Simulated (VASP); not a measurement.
# Tl (P6_3/mmc) in VASP: notebook

Tl is run at these levels: PBEsol+D3(BJ), PBEsol+D4, PBEsol; tasks: single point.

Everything below comes from runs of VASP 6.6.1. Logs are shortened: lines on timing, memory, paths and dates and some standing lists are left out, and cuts for length are marked.

### 1 The cell of the first run

Symmetry: P6_3/mmc, No. 194, hexagonal system. The conventional cell has a = 3.341 Å, b = 3.341 Å, c = 5.623 Å, α = 90.00°, β = 90.00°, γ = 120.00°. Within 4.4 Å of Tl (site symmetry -6m2) lie 12 Tl at 3.34 to 3.41 Å.

### 2 Single point, PBEsol+D3(BJ)

INCAR

```
PREC = Accurate
ENCUT = 520
EDIFF = 1E-7
ISMEAR = -1
SIGMA = 0.05
LREAL = F
LASPH = T
NELM = 60
ALGO = Normal
ISIF = 2
LWAVE = F
LCHARG = F
GGA = PS
IVDW = 12
NBANDS = 20
```

KPOINTS

```
Automatic mesh
0
Gamma
  9 9 5
```

POSCAR

```
Tl
1.0
    3.3406280782      0.0000000000      0.0000000000
   -1.6703140391      2.8930687803      0.0000000000
    0.0000000000      0.0000000000      5.6232700250
Tl
2
Direct
    0.6666666667      0.3333333333      0.7500000000
    0.3333333333      0.6666666667      0.2500000000
```

Potentials or basis: VASP PAW PBE potentials, release 64 (Tl_d).

On the command line:

```sh
> cat potpaw_PBE.64/Tl_d/POTCAR > POTCAR
> mpirun -np 1 vasp_std > vasp.out
```

OUTCAR:

```text
PREC = Accurate
   ENCUT = 520
   EDIFF = 1E-7
   ISMEAR = -1
   LREAL = F
   LASPH = T
   NELM = 60
   ISIF = 2
   GGA = PS
   IVDW = 12
 IVDW          = 12

 ion  position               nearest neighbor table
   1  0.667  0.333  0.750-   2 3.41   2 3.41   2 3.41   2 3.41   2 3.41   2 3.41
   2  0.333  0.667  0.250-   1 3.41   1 3.41   1 3.41   1 3.41   1 3.41   1 3.41

  LATTYP: Found a hexagonal cell.
 ALAT       =     3.3406280782
 C/A-ratio  =     1.6832972403

  Lattice vectors:

 A1 = (   3.3406280782,   0.0000000000,   0.0000000000)
 A2 = (  -1.6703140391,   2.8930687803,   0.0000000000)
 A3 = (   0.0000000000,   0.0000000000,   5.6232700250)

Analysis of symmetry for initial positions (statically):
=====================================================================
 Subroutine PRICEL returns:
 Original cell was already a primitive cell.

 Routine SETGRP: Setting up the symmetry group for a
 hexagonal supercell.

 Subroutine GETGRP returns: Found 24 space group operations
 (whereof 12 operations were pure point group operations)
 out of a pool of 24 trial point group operations.

The static configuration has the point symmetry D_3d.
 The point group associated with its full space group is D_6h.

Analysis of symmetry for dynamics (positions and initial velocities):
=====================================================================
 Subroutine PRICEL returns:
 Original cell was already a primitive cell.

 Routine SETGRP: Setting up the symmetry group for a
 hexagonal supercell.

 Subroutine GETGRP returns: Found 24 space group operations
 (whereof 12 operations were pure point group operations)
 out of a pool of 24 trial point group operations.

The dynamic configuration has the point symmetry D_3d.
 The point group associated with its full space group is D_6h.

 Subroutine INISYM returns: Found 24 space group operations
 (whereof 12 operations are pure point group operations),
 and found     1 'primitive' translations

----------------------------------------------------------------------------------------

                                     Primitive cell

  volume of cell :      54.3470

  direct lattice vectors                    reciprocal lattice vectors
     3.340628078  0.000000000  0.000000000     0.299344907  0.172826862  0.000000000
    -1.670314039  2.893068780  0.000000000     0.000000000  0.345653725  0.000000000
     0.000000000  0.000000000  5.623270025     0.000000000  0.000000000  0.177832470

  length of vectors
     3.340628078  3.340628078  5.623270025     0.345653725  0.345653725  0.177832470

  position of ions in fractional coordinates (direct lattice)
     0.666666667  0.333333333  0.750000000
     0.333333333  0.666666667  0.250000000

  ion indices of the primitive-cell ions
   primitive index   ion index
                 1           1
                 2           2

----------------------------------------------------------------------------------------

 KPOINTS: Automatic mesh

Automatic generation of k-mesh.
 Grid dimensions read from file:
 generate k-points for:    9    9    5

 Generating k-lattice:

  Cartesian coordinates                     Fractional coordinates (reciprocal lattice)
     0.033260545  0.019202985  0.000000000     0.111111111  0.000000000  0.000000000
     0.000000000  0.038405969  0.000000000     0.000000000  0.111111111  0.000000000
     0.000000000  0.000000000  0.035566494     0.000000000  0.000000000  0.200000000

  Length of vectors
     0.038405969  0.038405969  0.035566494

  Shift w.r.t. Gamma in fractional coordinates (k-lattice)
     0.000000000  0.000000000  0.000000000

 Subroutine IBZKPT returns following result:
 ===========================================

 Found     36 irreducible k-points:

 Following reciprocal coordinates:
            Coordinates               Weight
  0.000000  0.000000  0.000000      1.000000
  0.111111  0.000000  0.000000      6.000000
  0.222222 -0.000000  0.000000      6.000000
  0.333333  0.000000  0.000000      6.000000
  0.444444 -0.000000  0.000000      6.000000
  0.111111  0.111111  0.000000      6.000000
[... 16 lines left out ...]
  0.333333  0.222222  0.200000     24.000000
  0.333333  0.333333  0.200000      4.000000
 [... further k-points ...]
   k-points           NKPTS =     36   k-points in BZ     NKDIM =     36   number of bands    NBANDS=     20
   number of dos      NEDOS =    301   number of ions     NIONS =      2
   total plane-waves  NPLWV =  32928
   dimension x,y,z NGX =    28 NGY =   28 NGZ =   42
   dimension x,y,z NGXF=    56 NGYF=   56 NGZF=   84
   ions per type =               2
   NGX,Y,Z   is equivalent  to a cutoff of  13.93, 13.93, 12.42 a.u.
   NGXF,Y,Z  is equivalent  to a cutoff of  27.87, 27.87, 24.83 a.u.
 SYSTEM =  unknown system
   PREC   = accura    normal or accurate (medium, high low for compatibility)
   ISTART =      0    job   : 0-new  1-cont  2-samecut
   ICHARG =      2    charge: 1-file 2-atom 10-const
   ISPIN  =      1    spin polarized calculation?
   LNONCOLLINEAR =      F non collinear calculations
   LSORBIT =      F    spin-orbit coupling
   LASPH  =      T    aspherical Exc in radial PAW
   ENCUT  =  520.0 eV  38.22 Ry    6.18 a.u.   6.21  6.21 10.46*2*pi/ulx,y,z
   NELM   =     60;   NELMIN=  2; NELMDL= -5     # of ELM steps
   EDIFF  = 0.1E-06   stopping-criterion for ELM
   LREAL  =      F    real-space projection
   EDIFFG = 0.1E-05   stopping-criterion for IOM
   NSW    =      0    number of steps for IOM
   IBRION =     -1    ionic relax: 0-MD 1-quasi-New 2-CG
   NFREE  =      0    steps in history (QN), initial steepest desc. (CG)
   ISIF   =      2    stress and relaxation
   ISYM   =      2    0-nonsym 1-usesym 2-fastsym
   POTIM  = 0.5000    time-step for ionic-motion
   TEBEG  =    0.0;   TEEND  =   0.0 temperature during run
   PSTRESS=    0.0 pullay stress
   NELECT =      26.0000    total number of electrons
   NUPDOWN=      -1.0000    fix difference up-down
   EMIN   =  10.00;   EMAX   =-10.00  energy-range for DOS
   EFERMI =   0.00;   METHOD = LEGACY
   ISMEAR =    -1;   SIGMA  =   0.05  broadening in eV -4-tet -1-fermi 0-gaus
   EFERMI_NEDOS =   21; number of points for ismear=-14 and -15
   IALGO  =     38    algorithm
   IMIX   =      4    mixing-type and parameters
     AMIX     =   0.40;   BMIX     =  1.00
     AMIX_MAG =   1.60;   BMIX_MAG =  1.00
  volume/ion in A,a.u.               =      27.17       183.38
  Fermi-wavevector in a.u.,A,eV,Ry     =   1.280385  2.419577 22.305207  1.639386
  Thomas-Fermi vector in A             =   2.412816
   LORBIT       =      0    0 simple, 1 ext, 2 COOP (PROOUT), +10 PAW based schemes
   GGA     = PS    functional components
   LHFCALC =     F    Hartree Fock is set to
   AEXX    =    0.0000 exact exchange contribution
   IVDW    =    12    specifies the selected vdW correction
   LEPSILON=     F    determine dielectric tensor
   LRPA    =     F    only Hartree local field effects (RPA)
 non-spin polarized calculation
  energy-cutoff  :      520.00
  volume of cell :       54.35
 maximum number of plane-waves:      1485
 NGX is ok and might be reduce to    28
   NGX = 13   NGY = 13   NGZ = 21

 number of electron      26.0000003 magnetization

 Free energy of the ion-electron system (eV)
  ---------------------------------------------------
  ext. energy  EPLUGINS =         0.00000000
  ---------------------------------------------------
  free energy    TOTEN  =        -5.23235200 eV

  energy without entropy =       -5.21997280  energy(sigma->0) =       -5.22616240

 E-fermi :   6.9479     XC(G=0): -10.6243

 val. band max:        6.8983549805   @ k =   0.4444  -0.0000   0.2000
 cond. band min:       6.9491482701   @ k =   0.3333   0.1111   0.4000
 fundamental gap:      0.0507932896
 Fermi energy:         6.9478503851

 k-point     1 :       0.0000    0.0000    0.0000
  band No.  band energies     occupation
      1      -4.9578      2.00000
      2      -4.7220      2.00000
      3      -4.6466      2.00000
      4      -4.6466      2.00000
      5      -4.5950      2.00000
      6      -4.5950      2.00000
[... 12 lines left out ...]
     19      17.9698      0.00000
     20      18.4674      0.00000

 k-point     2 :       0.1111    0.0000    0.0000
  band No.  band energies     occupation
      1      -4.9029      2.00000
      2      -4.7265      2.00000
      3      -4.6303      2.00000
      4      -4.5949      2.00000
      5      -4.5805      2.00000
      6      -4.5326      2.00000
[... 12 lines left out ...]
     19      18.3659      0.00000
     20      19.1771      0.00000

 k-point     3 :       0.2222   -0.0000    0.0000
  band No.  band energies     occupation
      1      -4.9091      2.00000
      2      -4.7053      2.00000
      3      -4.6353      2.00000
      4      -4.5959      2.00000
      5      -4.5157      2.00000
      6      -4.4672      2.00000
[... 12 lines left out ...]
     19      17.5175      0.00000
     20      18.4345      0.00000

 k-point     4 :       0.3333    0.0000    0.0000
  band No.  band energies     occupation
      1      -5.0072      2.00000
      2      -4.7944      2.00000
      3      -4.7560      2.00000
      4      -4.5775      2.00000
      5      -4.5065      2.00000
      6      -4.4173      2.00000
[... 12 lines left out ...]
     19      16.2967      0.00000
     20      17.6175      0.00000

 k-point     5 :       0.4444   -0.0000    0.0000
  band No.  band energies     occupation
      1      -5.0758      2.00000
      2      -4.8621      2.00000
      3      -4.8575      2.00000
      4      -4.6152      2.00000
      5      -4.4731      2.00000
      6      -4.4319      2.00000
[... 12 lines left out ...]
     19      15.8282      0.00000
     20      17.1142      0.00000
[... 353 lines left out ...]
      6      -4.3271      2.00000
[... 12 lines left out ...]
     19      16.7997      0.00000
     20      17.5847      0.00000

 k-point    22 :       0.2222    0.2222    0.2000
  band No.  band energies     occupation
      1      -4.8271      2.00000
      2      -4.7673      2.00000
      3      -4.7048      2.00000
      4      -4.6773      2.00000
      5      -4.5270      2.00000
      6      -4.4268      2.00000
[... 12 lines left out ...]
     19      16.1237      0.00000
     20      18.7285      0.00000

 k-point    23 :       0.3333    0.2222    0.2000
  band No.  band energies     occupation
      1      -4.8590      2.00000
      2      -4.7960      2.00000
      3      -4.6895      2.00000
      4      -4.6340      2.00000
      5      -4.5699      2.00000
      6      -4.3720      2.00000
[... 12 lines left out ...]
     19      15.3394      0.00000
     20      20.0022      0.00000

 k-point    24 :       0.3333    0.3333    0.2000
  band No.  band energies     occupation
      1      -4.8346      2.00000
      2      -4.7179      2.00000
      3      -4.7179      2.00000
      4      -4.4956      2.00000
      5      -4.4931      2.00000
      6      -4.4931      2.00000
[... 12 lines left out ...]
     19      14.3919      0.00000
     20      21.4449      0.00000

 [... further k-points ...]

------------------------ aborting loop because EDIFF is reached ----------------------------------------

 Edisp (eV)   -0.80841

 E8    (eV) :    -0.6027

  FORCE on cell =-STRESS in cart. coord.  units (eV):
  Direction    XX          YY          ZZ          XY          YZ          ZX
  --------------------------------------------------------------------------------------
  -------------------------------------------------------------------------------------
  Total      -0.10883    -0.10883    -0.11404     0.00000    -0.00000     0.00000
  in kB      -3.20847    -3.20847    -3.36192     0.00000    -0.00000     0.00000
  external pressure =       -3.26 kB  Pullay stress =        0.00 kB

 VOLUME and BASIS-vectors are now :
 -----------------------------------------------------------------------------
  energy-cutoff  :      520.00
  volume of cell :       54.35
      direct lattice vectors                 reciprocal lattice vectors
     3.340628078  0.000000000  0.000000000     0.299344907  0.172826862  0.000000000
    -1.670314039  2.893068780  0.000000000     0.000000000  0.345653725  0.000000000
     0.000000000  0.000000000  5.623270025     0.000000000  0.000000000  0.177832470

 POSITION                                       TOTAL-FORCE (eV/Angst)
 -----------------------------------------------------------------------------------
      1.67031      0.96436      4.21745         0.000000     -0.000000      0.000000
     -0.00000      1.92871      1.40582        -0.000000      0.000000      0.000000
 -----------------------------------------------------------------------------------
    total drift:                                0.000000     -0.000000      0.000000

  FREE ENERGIE OF THE ION-ELECTRON SYSTEM (eV)
  ---------------------------------------------------
  free  energy   TOTEN  =        -6.0407595185 eV

  energy  without entropy=       -6.0283803196  energy(sigma->0) =       -6.03456992
```

Run time: 55 s. Hardware: 1 thread of Intel Xeon Platinum 8488C (Sapphire Rapids), shared host; peak memory 0.19 GiB.

Results:

```
Free energy                : -6.0408 eV
Pressure                   : -0.3 GPa
Band gap on the k mesh     : zero (band 13 reaches 8.75 eV, above the bottom of band 14 at 5.19 eV)
Dispersion energy per atom : -0.404 eV
```

Levels at points of the mesh, in eV from the Fermi level:
| k point | band 10 | band 11 | band 12 | band 13 | band 14 | band 15 | band 16 | band 17 |
| --- | --- | --- | --- | --- | --- | --- | --- | --- |
| (0.00, 0.00, 0.00) | -11.07 | -10.44 | -5.62 | -3.27 | 8.97 | 8.97 | 9.98 | 10.70 |

Caveat: three body term missing; the PAW data sets were made with another functional, which shifts forces and pressure a little; spin-orbit coupling is left out, which moves the levels of the heavy elements; pairwise dispersion overbinds metals, which lowers pressure and volume.

### 3 Single point, PBEsol+D4

This run uses another cell than the first one, of 27.74 Å³/atom, 1.021 times its volume.

INCAR

```
SYSTEM = Tl
  PREC = Accurate
  ENCUT = 520
  EDIFF = 1E-6
  ISMEAR = -1
  SIGMA = 0.05
  LREAL = .False.
  LASPH = .True.
  NELM = 80
  ALGO = Fast
  ISIF = 2
  LWAVE = .False.
  LCHARG = .False.
  GGA = PS
  IVDW = 13
  NBANDS = 20
```

KPOINTS

```
regular mesh
0
Gamma
  9 9 5
  0 0 0
```

POSCAR

```
Tl
1.0
    3.3645614360      0.0000000000      0.0000000000
   -1.6822807180      2.9137956761      0.0000000000
    0.0000000000      0.0000000000      5.6600431177
Tl
2
Direct
    0.6666666667      0.3333333333      0.7500000000
    0.3333333333      0.6666666667      0.2500000000
```

Potentials or basis: VASP PAW PBE potentials, release 64 (Tl_d).

On the command line:

```sh
> cat potpaw_PBE.64/Tl_d/POTCAR > POTCAR
> mpirun -np 1 vasp_std > vasp.out
```

Wall time 50 s (1 thread of Intel Xeon Platinum 8488C (Sapphire Rapids), shared host); peak memory 0.19 GiB.

It converged, with:

* Free energy: -5.6956 eV
* Pressure: -0.1 GPa
* Band gap on the k mesh: zero (band 13 reaches 8.48 eV, above the bottom of band 14 at 5.01 eV)
* Dispersion energy per atom: -0.225 eV

Levels at points of the mesh, in eV from the Fermi level:
```tsv
k point	band 9	band 10	band 11	band 12	band 13	band 14	band 15	band 16	band 17	band 18
(0.00, 0.00, 0.00)	-11.06	-11.06	-10.29	-5.61	-3.17	8.82	8.82	9.86	10.66	10.82
```

Caveat: the PAW data sets were made with another functional, which shifts forces and pressure a little; spin-orbit coupling is left out, which moves the levels of the heavy elements; pairwise dispersion overbinds metals, which lowers pressure and volume.

### 4 Single point, PBEsol

This run uses another cell than the first one, of 28.64 Å³/atom, 1.054 times its volume.

INCAR

```
PREC = Accurate
ENCUT = 520
EDIFF = 1E-6
ISMEAR = -1
SIGMA = 0.05
LREAL = False
LASPH = True
NELM = 100
ALGO = Normal
ISIF = 2
LWAVE = False
LCHARG = True
GGA = PS
LELF = True
LVHAR = True
NBANDS = 20
```

KPOINTS

```
Automatic mesh
0
Gamma
  9 9 5
```

POSCAR

```
Tl
1.0
    3.4031187420      0.0000000000      0.0000000000
   -1.7015593710      2.9471872826      0.0000000000
    0.0000000000      0.0000000000      5.7117307392
Tl
2
Direct
    0.6666666667      0.3333333333      0.7500000000
    0.3333333333      0.6666666667      0.2500000000
```

On the command line:

```sh
> cat potpaw_PBE.64/Tl_d/POTCAR > POTCAR
> mpirun -np 1 vasp_std > vasp.out
```

Run time: 50 s. Hardware: 1 thread of Intel Xeon Platinum 8488C (Sapphire Rapids), shared host; peak memory 0.18 GiB.

Results (log left out):

```
Free energy            : -5.2516 eV
Pressure               : -0.1 GPa
Band gap on the k mesh : zero (band 13 reaches 8.08 eV, above the bottom of band 14 at 4.74 eV)
```

Levels at points of the mesh, in eV from the Fermi level:
```csv
k point,band 10,band 11,band 12,band 13,band 14,band 15,band 16,band 17
"(0.00, 0.00, 0.00)",-11.04,-10.05,-5.58,-3.01,8.56,8.56,9.70,10.51
```

Caveat: the PAW data sets were made with another functional, which shifts forces and pressure a little; spin-orbit coupling is left out, which moves the levels of the heavy elements.

### 5 Single point, PBEsol+D3(BJ)

This run uses another cell than the first one, of 28.57 Å³/atom, 1.052 times its volume.

INCAR

```
  PREC = Accurate
  ENCUT = 520
  EDIFF = 1E-6
  ISMEAR = -1
  SIGMA = 0.05
  LREAL = F
  LASPH = T
  NELM = 100
  ALGO = Fast
  ISIF = 2
  LWAVE = F
  LCHARG = F
  GGA = PS
  IVDW = 12
  NBANDS = 20
```

KPOINTS

```
regular mesh
0
Gamma
  9 9 5
```

POSCAR

```
Tl
1.0
    3.4560000000      0.0000000000      0.0000000000
   -1.7280000000      2.9929837955      0.0000000000
    0.0000000000      0.0000000000      5.5250000000
Tl
2
Direct
    0.6666666667      0.3333333333      0.7500000000
    0.3333333333      0.6666666667      0.2500000000
```

On the command line:

```sh
> cat potpaw_PBE.64/Tl_d/POTCAR > POTCAR
> mpirun -np 1 vasp_std > vasp.out
```

It took 52 s on 1 thread of Intel Xeon Platinum 8488C (Sapphire Rapids), shared host; peak memory 0.2 GiB.

It converged, with:

- Free energy: -6.0118 eV
- Pressure: -2.0 GPa
- Band gap on the k mesh: zero (band 13 reaches 8.48 eV, above the bottom of band 14 at 4.80 eV)
- Dispersion energy per atom: -0.384 eV

Stress tensor (GPa, compression positive):
```
-2.47  0.00  0.00
 0.00 -2.47  0.00
 0.00  0.00 -1.20
```

Levels at points of the mesh, in eV from the Fermi level:
| k point | band 11 | band 12 | band 13 | band 14 | band 15 | band 16 |
| --- | --- | --- | --- | --- | --- | --- |
| (0.00, 0.00, 0.00) | -10.03 | -5.08 | -2.83 | 8.01 | 8.01 | 10.10 |

Caveat: three body term missing; the PAW data sets were made with another functional, which shifts forces and pressure a little; spin-orbit coupling is left out, which moves the levels of the heavy elements; pairwise dispersion overbinds metals, which lowers pressure and volume.

### 6 The runs side by side

| level | cell | gap on the mesh (eV) | pressure (GPa) |
| --- | --- | --- | --- |
| PBEsol+D3(BJ) | a = 3.341, b = 3.341, c = 5.623 Å, angles 90.0, 90.0, 120.0°, 2 atoms | none | -0.3 |
| PBEsol+D4 | a = 3.365, b = 3.365, c = 5.660 Å, angles 90.0, 90.0, 120.0°, 2 atoms | none | -0.1 |
| PBEsol | a = 3.403, b = 3.403, c = 5.712 Å, angles 90.0, 90.0, 120.0°, 2 atoms | none | -0.1 |
| PBEsol+D3(BJ) | a = 3.456, b = 3.456, c = 5.525 Å, angles 90.0, 90.0, 120.0°, 2 atoms | none | -2.0 |

Alike in all rows: task single point; potentials or basis VASP PAW PBE potentials, release 64 (Tl_d); no spin polarisation; k mesh 9 × 9 × 5; cutoff (eV) 520; smearing fermi-dirac 0.05 eV.

Caveats: the PAW data sets were made with another functional, which shifts forces and pressure a little; spin-orbit coupling is left out, which moves the levels of the heavy elements; pairwise dispersion overbinds metals, which lowers pressure and volume (some runs); three body term missing (some runs).

Absolute energies hang on the potentials; compare differences alone.
